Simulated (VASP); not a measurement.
# PCS4 (P4/mmm) in VASP: a series of runs

Runs on PCS4. Level: PBE+D3(BJ). Tasks: relaxation of cell and atoms, single point.

Program: VASP 6.6.1. These are calculated values, not measurements. Logs are shortened: lines on timing, memory, paths and dates and some standing lists are left out, and cuts for length are marked.

### Step 1. The cell of the first run

Symmetry: P4/mmm, No. 123, tetragonal system. The conventional cell has a = 3.290 Å, b = 3.290 Å, c = 12.621 Å, α = 90.00°, β = 90.00°, γ = 90.00°. Within 4.3 Å of P (site symmetry 4/mmm) lie 8 S at 3.26 Å and 4 P at 3.29 Å. C (site symmetry 4/mmm) has 8 S at 3.02 Å and 4 C at 3.29 Å within 4.0 Å. S (site symmetry 4mm) has 8 S at 3.14 to 3.29 Å and 4 P at 3.26 Å and 1 C at 4.03 Å within 4.1 Å. S (site symmetry 4mm) has 4 C at 3.02 Å and 9 S at 3.14 to 3.85 Å within 4.0 Å.

### Step 2. Relaxation of cell and atoms, PBE+D3(BJ)

Contents of INCAR:

```
SYSTEM = PCS4
  PREC = Accurate
  ENCUT = 600
  EDIFF = 1E-7
  ISMEAR = 0
  SIGMA = 0.1
  LREAL = .FALSE.
  LASPH = .TRUE.
  NELM = 60
  ALGO = Normal
  ISIF = 3
  LWAVE = .FALSE.
  LCHARG = .FALSE.
  GGA = PE
  IVDW = 12
  IBRION = 2
  NSW = 90
  EDIFFG = -0.04
```

Contents of KPOINTS:

```
Automatic mesh
0
G
  6 6 2
  0 0 0
```

Contents of POSCAR:

```
PCS4
1.0
    3.2901320400      0.0000000000      0.0000000000
    0.0000000000      3.2901320400      0.0000000000
    0.0000000000      0.0000000000     12.6214773200
P C S
1 1 4
Direct
    0.0000000000      0.0000000000      0.0000000000
    0.5000000000      0.5000000000      0.5000000000
    0.5000000000      0.5000000000      0.1809719800
    0.0000000000      0.0000000000      0.6524536600
    0.0000000000      0.0000000000      0.3475463400
    0.5000000000      0.5000000000      0.8190280200
```

Potentials or basis: VASP PAW PBE potentials, release 64 (P, C, S).

Command:

```sh
cat potpaw_PBE.64/P/POTCAR potpaw_PBE.64/C/POTCAR potpaw_PBE.64/S/POTCAR > POTCAR
mpirun -np 1 vasp_std > vasp.out
```

OUTCAR:

```text
SYSTEM = PCS4
   PREC = Accurate
   ENCUT = 600
   EDIFF = 1E-7
   ISMEAR = 0
   LREAL = .FALSE.
   LASPH = .TRUE.
   NELM = 60
   ISIF = 3
   GGA = PE
   IVDW = 12
   IBRION = 2
   NSW = 90
   EDIFFG = -0.04
 IVDW          = 12

 ion  position               nearest neighbor table
   1  0.000  0.000  0.000-
   2  0.500  0.500  0.500-
   3  0.500  0.500  0.181-
   4  0.000  0.000  0.652-
   5  0.000  0.000  0.348-
   6  0.500  0.500  0.819-

  LATTYP: Found a simple tetragonal cell.
 ALAT       =     3.2901320400
 C/A-ratio  =     3.8361613353

  Lattice vectors:

 A1 = (   3.2901320400,   0.0000000000,   0.0000000000)
 A2 = (   0.0000000000,   3.2901320400,   0.0000000000)
 A3 = (   0.0000000000,   0.0000000000,  12.6214773200)

Analysis of symmetry for initial positions (statically):
=====================================================================
 Subroutine PRICEL returns:
 Original cell was already a primitive cell.

 Routine SETGRP: Setting up the symmetry group for a
 simple tetragonal supercell.

 Subroutine GETGRP returns: Found 16 space group operations
 (whereof 16 operations were pure point group operations)
 out of a pool of 16 trial point group operations.

The static configuration has the point symmetry D_4h.

Analysis of symmetry for dynamics (positions and initial velocities):
=====================================================================
 Subroutine PRICEL returns:
 Original cell was already a primitive cell.

 Routine SETGRP: Setting up the symmetry group for a
 simple tetragonal supercell.

 Subroutine GETGRP returns: Found 16 space group operations
 (whereof 16 operations were pure point group operations)
 out of a pool of 16 trial point group operations.

The dynamic configuration has the point symmetry D_4h.

 Subroutine INISYM returns: Found 16 space group operations
 (whereof 16 operations are pure point group operations),
 and found     1 'primitive' translations

----------------------------------------------------------------------------------------

                                     Primitive cell

  volume of cell :     136.6271

  direct lattice vectors                    reciprocal lattice vectors
     3.290132040  0.000000000  0.000000000     0.303939170  0.000000000  0.000000000
     0.000000000  3.290132040  0.000000000     0.000000000  0.303939170  0.000000000
     0.000000000  0.000000000 12.621477320     0.000000000  0.000000000  0.079230028

  length of vectors
     3.290132040  3.290132040 12.621477320     0.303939170  0.303939170  0.079230028

  position of ions in fractional coordinates (direct lattice)
     0.000000000  0.000000000  0.000000000
     0.500000000  0.500000000  0.500000000
     0.500000000  0.500000000  0.180971980
     0.000000000  0.000000000  0.652453660
     0.000000000  0.000000000  0.347546340
     0.500000000  0.500000000  0.819028020

  ion indices of the primitive-cell ions
   primitive index   ion index
                 1           1
                 2           2
                 3           3
                 4           4
                 5           5
                 6           6

----------------------------------------------------------------------------------------

 KPOINTS: Automatic mesh

Automatic generation of k-mesh.
 Grid dimensions read from file:
 generate k-points for:    6    6    2

 Generating k-lattice:

  Cartesian coordinates                     Fractional coordinates (reciprocal lattice)
     0.050656528  0.000000000  0.000000000     0.166666667  0.000000000  0.000000000
     0.000000000  0.050656528  0.000000000     0.000000000  0.166666667  0.000000000
     0.000000000  0.000000000  0.039615014     0.000000000  0.000000000  0.500000000

  Length of vectors
     0.050656528  0.050656528  0.039615014

  Shift w.r.t. Gamma in fractional coordinates (k-lattice)
     0.000000000  0.000000000  0.000000000

 Subroutine IBZKPT returns following result:
 ===========================================

 Found     20 irreducible k-points:

 Following reciprocal coordinates:
            Coordinates               Weight
  0.000000  0.000000  0.000000      1.000000
  0.166667  0.000000  0.000000      4.000000
  0.333333  0.000000  0.000000      4.000000
  0.500000  0.000000  0.000000      2.000000
  0.166667  0.166667  0.000000      4.000000
  0.333333  0.166667  0.000000      8.000000
[... 12 lines left out ...]
  0.500000  0.333333  0.500000      4.000000
  0.500000  0.500000  0.500000      1.000000
   k-points           NKPTS =     20   k-points in BZ     NKDIM =     20   number of bands    NBANDS=     20
   number of dos      NEDOS =    301   number of ions     NIONS =      6
   total plane-waves  NPLWV =  84672
   dimension x,y,z NGX =    28 NGY =   28 NGZ =  108
   dimension x,y,z NGXF=    56 NGYF=   56 NGZF=  216
   ions per type =               1   1   4
   NGX,Y,Z   is equivalent  to a cutoff of  14.15, 14.15, 14.23 a.u.
   NGXF,Y,Z  is equivalent  to a cutoff of  28.30, 28.30, 28.45 a.u.
 SYSTEM =  PCS4
   PREC   = accura    normal or accurate (medium, high low for compatibility)
   ISTART =      0    job   : 0-new  1-cont  2-samecut
   ICHARG =      2    charge: 1-file 2-atom 10-const
   ISPIN  =      1    spin polarized calculation?
   LNONCOLLINEAR =      F non collinear calculations
   LSORBIT =      F    spin-orbit coupling
   LASPH  =      T    aspherical Exc in radial PAW
   ENCUT  =  600.0 eV  44.10 Ry    6.64 a.u.   6.57  6.57 25.21*2*pi/ulx,y,z
   NELM   =     60;   NELMIN=  2; NELMDL= -5     # of ELM steps
   EDIFF  = 0.1E-06   stopping-criterion for ELM
   LREAL  =      F    real-space projection
   EDIFFG = -.4E-01   stopping-criterion for IOM
   NSW    =     90    number of steps for IOM
   IBRION =      2    ionic relax: 0-MD 1-quasi-New 2-CG
   NFREE  =      1    steps in history (QN), initial steepest desc. (CG)
   ISIF   =      3    stress and relaxation
   ISYM   =      2    0-nonsym 1-usesym 2-fastsym
   POTIM  = 0.5000    time-step for ionic-motion
   TEBEG  =    0.0;   TEEND  =   0.0 temperature during run
   PSTRESS=    0.0 pullay stress
   NELECT =      33.0000    total number of electrons
   NUPDOWN=      -1.0000    fix difference up-down
   EMIN   =  10.00;   EMAX   =-10.00  energy-range for DOS
   EFERMI =   0.00;   METHOD = LEGACY
   ISMEAR =     0;   SIGMA  =   0.10  broadening in eV -4-tet -1-fermi 0-gaus
   EFERMI_NEDOS =   21; number of points for ismear=-14 and -15
   IALGO  =     38    algorithm
   IMIX   =      4    mixing-type and parameters
     AMIX     =   0.40;   BMIX     =  1.00
     AMIX_MAG =   1.60;   BMIX_MAG =  1.00
  volume/ion in A,a.u.               =      22.77       153.67
  Fermi-wavevector in a.u.,A,eV,Ry     =   1.019531  1.926635 14.142493  1.039444
  Thomas-Fermi vector in A             =   2.153050
   LORBIT       =      0    0 simple, 1 ext, 2 COOP (PROOUT), +10 PAW based schemes
   GGA     = PE    functional components
   LHFCALC =     F    Hartree Fock is set to
   AEXX    =    0.0000 exact exchange contribution
   IVDW    =    12    specifies the selected vdW correction
   LEPSILON=     F    determine dielectric tensor
   LRPA    =     F    only Hartree local field effects (RPA)
 conjugate gradient relaxation of ions
 non-spin polarized calculation
 Gauss-broadening in eV      SIGMA  =   0.10
  energy-cutoff  :      600.00
  volume of cell :      136.63
 maximum number of plane-waves:      4602
 NGX is ok and might be reduce to    28
   NGX = 13   NGY = 13   NGZ = 51

--------------------------------------- Ionic step        1  -------------------------------------------

 number of electron      32.9999999 magnetization

 Free energy of the ion-electron system (eV)
  ---------------------------------------------------
  ext. energy  EPLUGINS =         0.00000000
  ---------------------------------------------------
  free energy    TOTEN  =       -16.67693505 eV

  energy without entropy =      -16.63430089  energy(sigma->0) =      -16.65561797

 E-fermi :   2.4259     XC(G=0):  -9.2366

 val. band max:        2.4106980404   @ k =   0.3333   0.0000   0.5000
 cond. band min:       2.4332833499   @ k =   0.5000   0.1667   0.5000
 fundamental gap:      0.0225853094
 Fermi energy:         2.4259004853

 k-point     1 :       0.0000    0.0000    0.0000
  band No.  band energies     occupation
      1     -10.8665      2.00000
      2     -10.6263      2.00000
      3      -9.6546      2.00000
      4      -9.0474      2.00000
      5      -7.4282      2.00000
      6      -6.1993      2.00000
[... 12 lines left out ...]
     19       3.3244      0.00000
[... 561 lines left out ...]
  FREE ENERGIE OF THE ION-ELECTRON SYSTEM (eV)
  ---------------------------------------------------
  free  energy   TOTEN  =       -22.8570572259 eV

  energy  without entropy=      -22.8407652491  energy(sigma->0) =      -22.84891124

 E-fermi :  10.1083     XC(G=0): -12.0434

 val. band max:       10.0932135544   @ k =   0.1667   0.0000   0.0000
 cond. band min:      10.1186297800   @ k =   0.1667   0.1667   0.0000
 fundamental gap:      0.0254162257
 Fermi energy:        10.1082553361

 k-point     1 :       0.0000    0.0000    0.0000
  band No.  band energies     occupation
      1      -8.4494      2.00000
      2      -6.7302      2.00000
      3      -6.6348      2.00000
      4      -2.5374      2.00000
      5      -0.7703      2.00000
      6       3.6841      2.00000
[... 12 lines left out ...]
     19      12.6974      0.00000
[... 421 lines left out ...]
      4      -1.1669      2.00000
      5       1.1602      2.00000
      6       1.5607      2.00000
[... 12 lines left out ...]
     19       9.6464      2.00000
     20      10.4189      0.00001

[... ionic steps 4 to 16 ...]

--------------------------------------- Ionic step       17  -------------------------------------------

 number of electron      33.0000003 magnetization

------------------------ aborting loop because EDIFF is reached ----------------------------------------

 Edisp (eV)   -1.99238

 E8    (eV) :    -0.7104
[... 77 lines left out ...]
  energy  without entropy=      -24.6166469795  energy(sigma->0) =      -24.62541796

--------------------------------------- Ionic step       19  -------------------------------------------

 number of electron      33.0000003 magnetization

 Free energy of the ion-electron system (eV)
  ---------------------------------------------------
  ext. energy  EPLUGINS =         0.00000000
  ---------------------------------------------------
  free energy    TOTEN  =       -22.66132684 eV

  energy without entropy =      -22.64581120  energy(sigma->0) =      -22.65356902

 E-fermi :   6.7787     XC(G=0): -10.7154

 val. band max:        6.7276746855   @ k =   0.5000   0.0000   0.5000
 cond. band min:       6.8213853477   @ k =   0.5000   0.3333   0.5000
 fundamental gap:      0.0937106622
 Fermi energy:         6.7787439591

 k-point     1 :       0.0000    0.0000    0.0000
  band No.  band energies     occupation
      1     -11.2207      2.00000
      2      -9.2864      2.00000
      3      -7.0978      2.00000
      4      -5.7381      2.00000
      5      -2.1752      2.00000
      6      -0.3093      2.00000
[... 12 lines left out ...]
     19       8.7959      0.00000
[... 473 lines left out ...]
  FREE ENERGIE OF THE ION-ELECTRON SYSTEM (eV)
  ---------------------------------------------------
  free  energy   TOTEN  =       -24.6394708037 eV

  energy  without entropy=      -24.6239551610  energy(sigma->0) =      -24.63171298

 reached required accuracy - stopping structural energy minimisation
```

Run time: 8.1 min. Hardware: 1 thread of Intel Xeon 6975P-C (Granite Rapids), shared host; peak memory 0.34 GiB.

What came out:

```
Free energy                            : -24.6395 eV
Relaxed volume                         : 15.59 Å³/atom
Relaxed cell                           : a = 3.064 Å, b = 3.064 Å, c = 9.962 Å, α = 90.00°, β = 90.00°, γ = 90.00°
Space group after relaxing (to 0.05 Å) : P4/mmm (No. 123)
Energy gained by relaxing              : 1065.4 meV/atom
Ionic steps                            : 19
Pressure after relaxing                : 0.0 GPa
Largest force after relaxing           : 0.004 eV/Å
Dispersion energy per atom             : -0.330 eV
```

Forces on the atoms (eV/Å):
```
P    0.000  0.000  0.000
C    0.000  0.000  0.000
S    0.000  0.000  0.004
S    0.000  0.000 -0.004
S    0.000  0.000  0.004
S    0.000  0.000 -0.004
```

Stress tensor (GPa, compression positive):
```
-0.09  0.00  0.00
 0.00 -0.09  0.00
 0.00  0.00  0.08
```

The path:
| step | energy change (eV) | largest force (eV/Å) | pressure (GPa) | volume (Å³) |
| --- | --- | --- | --- | --- |
| 1 | 0.0000 | 0.6448 | -16.44 | 136.63 |
| 2 | -4.0189 | 1.0148 | -10.40 | 95.39 |
| 3 | -4.6102 | 1.4072 | -1.23 | 82.21 |
| 4 | -4.6297 | 1.4109 | 3.63 | 78.42 |
| 5 | -4.6357 | 1.3376 | 2.28 | 79.65 |
| 6 | -5.2614 | 1.1005 | 7.89 | 76.32 |
| 7 | -5.3377 | 1.0178 | 9.02 | 74.73 |
| 8 | -5.0723 | 0.6857 | 17.52 | 71.27 |
| 9 | -5.3430 | 0.9375 | 10.29 | 73.86 |
| 10 | -5.8649 | 1.0997 | -0.12 | 83.08 |
| 11 | -5.9118 | 1.1599 | -2.43 | 86.41 |
| 12 | -6.0998 | 1.0857 | 2.09 | 87.55 |
| 13 | -6.1088 | 0.4824 | 0.87 | 87.37 |
| 14 | -6.3200 | 0.3792 | 2.40 | 89.21 |
| 15 | -6.3556 | 0.4933 | 1.74 | 90.20 |
| 16 | -6.3835 | 0.4917 | -0.41 | 93.50 |
| 17 | -6.3855 | 0.3695 | 0.20 | 92.78 |
| 18 | -6.3873 | 0.2519 | -0.20 | 94.23 |
| 19 | -6.3926 | 0.0040 | -0.03 | 93.53 |

Final structure:
```
P C S
1.0
     3.06418    0.00000    0.00000
     0.00000    3.06418    0.00000
     0.00000    0.00000    9.96168
P C S
1 1 4
Direct
  0.00000 0.00000 0.00000
  0.50000 0.50000 0.50000
  0.50000 0.50000 0.14567
  0.00000 0.00000 0.60359
  0.00000 0.00000 0.39641
  0.50000 0.50000 0.85433
```

Caveat: the volume moved by over 15 % at a fixed basis, so the end points are rough; pairwise dispersion overbinds metals, which lowers pressure and volume.

### Step 3. Relaxation of cell and atoms, PBE+D3(BJ)

This run uses another cell than the first one, of 15.32 Å³/atom, 0.673 times its volume.

Contents of INCAR:

```
SYSTEM = PCS4
PREC     = Accurate       ! precision mode
ENCUT    = 600            ! plane-wave cutoff, eV
EDIFF    = 1E-6           ! SCF threshold, eV
ISMEAR   = 0              ! smearing method
SIGMA    = 0.1            ! smearing width, eV
LREAL    = .FALSE.        ! projectors in reciprocal space
LASPH    = .TRUE.         ! aspherical terms in the spheres
NELM     = 80             ! most SCF steps
ALGO     = Normal         ! electronic algorithm
ISIF     = 3              ! what is computed and relaxed
LWAVE    = .FALSE.        ! write WAVECAR
LCHARG   = .FALSE.        ! write CHGCAR
GGA      = PE             ! functional
IVDW     = 12             ! dispersion correction
IBRION   = 2              ! ionic algorithm
NSW      = 100            ! ionic steps
EDIFFG   = -0.01          ! ionic threshold
```

Contents of KPOINTS:

```
Automatic mesh
0
G
  12 12 4
  0 0 0
```

Contents of POSCAR:

```
PCS4
1.0
    3.0270281878      0.0000000000      0.0000000000
    0.0000000000      3.0270281878      0.0000000000
    0.0000000000      0.0000000000     10.0308994962
P C S
1 1 4
Direct
    0.0000000000      0.0000000000      0.0000000000
    0.5000000000      0.5000000000      0.5000000000
    0.5000000000      0.5000000000      0.1474697422
    0.0000000000      0.0000000000      0.6023500352
    0.0000000000      0.0000000000      0.3976499648
    0.5000000000      0.5000000000      0.8525302578
```

Potentials or basis: VASP PAW PBE potentials, release 64 (P, C, S).

Command:

```sh
cat potpaw_PBE.64/P/POTCAR potpaw_PBE.64/C/POTCAR potpaw_PBE.64/S/POTCAR > POTCAR
mpirun -np 1 vasp_std > vasp.out
```

Wall time 4.6 min (1 thread of Intel Xeon 6975P-C (Granite Rapids), shared host); peak memory 0.33 GiB.

The run converged. Its results:

- Free energy: -24.5375 eV
- Relaxed volume: 15.39 Å³/atom
- Relaxed cell: a = 3.050 Å, b = 3.050 Å, c = 9.930 Å, α = 90.00°, β = 90.00°, γ = 90.00°
- Space group after relaxing (to 0.05 Å): P4/mmm (No. 123)
- Energy gained by relaxing: 1.7 meV/atom
- Ionic steps: 10
- Pressure after relaxing: 0.0 GPa
- Largest force after relaxing: 0.007 eV/Å
- Dispersion energy per atom: -0.331 eV

Forces in eV/Å, atoms in the order of the input:
```
P    0.000  0.000  0.000
C    0.000  0.000  0.000
S    0.000  0.000  0.007
S    0.000  0.000 -0.004
S    0.000  0.000  0.004
S    0.000  0.000 -0.007
```

Stress tensor (GPa, compression positive):
```
 0.04  0.00  0.00
 0.00  0.04  0.00
 0.00  0.00 -0.10
```

The path:
| step | energy change (eV) | largest force (eV/Å) | pressure (GPa) | volume (Å³) |
| --- | --- | --- | --- | --- |
| 1 | 0.0000 | 0.2732 | -0.41 | 91.91 |
| 2 | -0.0074 | 0.2211 | 0.47 | 91.38 |
| 3 | -0.0087 | 0.0618 | 0.20 | 91.53 |
| 4 | -0.0096 | 0.0386 | 0.09 | 91.75 |
| 5 | -0.0101 | 0.0192 | 0.02 | 92.04 |
| 6 | -0.0101 | 0.0164 | 0.02 | 92.17 |
| 7 | -0.0102 | 0.0214 | 0.03 | 92.27 |
| 8 | -0.0102 | 0.0239 | 0.04 | 92.30 |
| 9 | -0.0102 | 0.0075 | -0.02 | 92.38 |
| 10 | -0.0102 | 0.0071 | -0.01 | 92.37 |

Final structure:
```
CELL_PARAMETERS angstrom
3.04988 0.00000 0.00000
0.00000 3.04988 0.00000
0.00000 0.00000 9.93028
ATOMIC_POSITIONS crystal
P 0.00000 0.00000 0.00000
C 0.50000 0.50000 0.50000
S 0.50000 0.50000 0.14664
S 0.00000 0.00000 0.60232
S 0.00000 0.00000 0.39768
S 0.50000 0.50000 0.85336
```

Levels at points of the mesh, in eV from the Fermi level:
```csv
k point,band 14,band 15,band 16,band 17,band 18,band 19,band 20
"(0.00, 0.00, 0.00)",-0.53,-0.41,-0.41,0.53,0.53,1.99,3.56
"(0.50, 0.00, 0.00)",-0.80,-0.62,-0.16,-0.02,0.76,0.99,1.43
"(0.50, 0.50, 0.00)",-3.12,-2.93,-2.93,-1.77,-1.75,0.34,0.62
"(0.00, 0.00, 0.50)",-0.26,-0.21,-0.21,0.28,0.28,2.39,3.70
"(0.50, 0.00, 0.50)",-0.62,-0.18,-0.17,-0.03,0.77,0.97,1.45
"(0.50, 0.50, 0.50)",-3.34,-3.34,-3.32,-1.59,-1.23,-0.09,1.21
```

Caveat: pairwise dispersion overbinds metals, which lowers pressure and volume.

(Part 1 of 2 ends here.)
